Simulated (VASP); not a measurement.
Here is a VASP 6.6.1 calculation.

Contents of POSCAR:

```
Al
1.0
   -1.5697130985      1.5697130985      1.5697130985
    1.5697130985     -1.5697130985      1.5697130985
    1.5697130985      1.5697130985     -1.5697130985
Al
1
Direct
    0.0000000000      0.0000000000      0.0000000000
```

Contents of INCAR.step1:

```
SYSTEM = Al
  PREC = Accurate
  ENCUT = 520
  EDIFF = 1E-5
  ISMEAR = -1
  SIGMA = 0.05
  LREAL = .FALSE.
  LASPH = .TRUE.
  NELM = 80
  ALGO = Normal
  ISIF = 2
  LWAVE = .TRUE.
  GGA = PE
  NBANDS = 8
```

Contents of INCAR.step2:

```
SYSTEM = Al
  PREC = Accurate
  ENCUT = 520
  EDIFF = 1E-6
  ISMEAR = -1
  SIGMA = 0.05
  LREAL = .FALSE.
  LASPH = .TRUE.
  NELM = 80
  ALGO = Normal
  ISIF = 2
  LWAVE = .FALSE.
  LCHARG = .TRUE.
  GGA = PE
  LHFCALC = .TRUE.
  HFSCREEN = 0.2079
  PRECFOCK = Normal
  LELF = .TRUE.
  LVHAR = .TRUE.
  ISTART = 1
  NBANDS = 8
```

The input KPOINTS:

```
regular mesh
0
G
  8 8 8
  0 0 0
```

Potentials or basis: VASP PAW PBE potentials, release 64 (Al).

Command:

```console
$ cat potpaw_PBE.64/Al/POTCAR > POTCAR
$ cp INCAR.step1 INCAR
$ mpirun -np 1 vasp_std > vasp.out
$ cp INCAR.step2 INCAR
$ mpirun -np 1 vasp_std > vasp.out
```

(1) Estimate the pressure.

(2) What does it give for the band gap on the k mesh?

Results:

(1) 6.5 GPa.

(2) zero (an odd number of electrons rules out a gap without spin polarisation).

Caveat: the cell stands under pressure; the PAW data sets were made with another functional, which shifts forces and pressure a little.
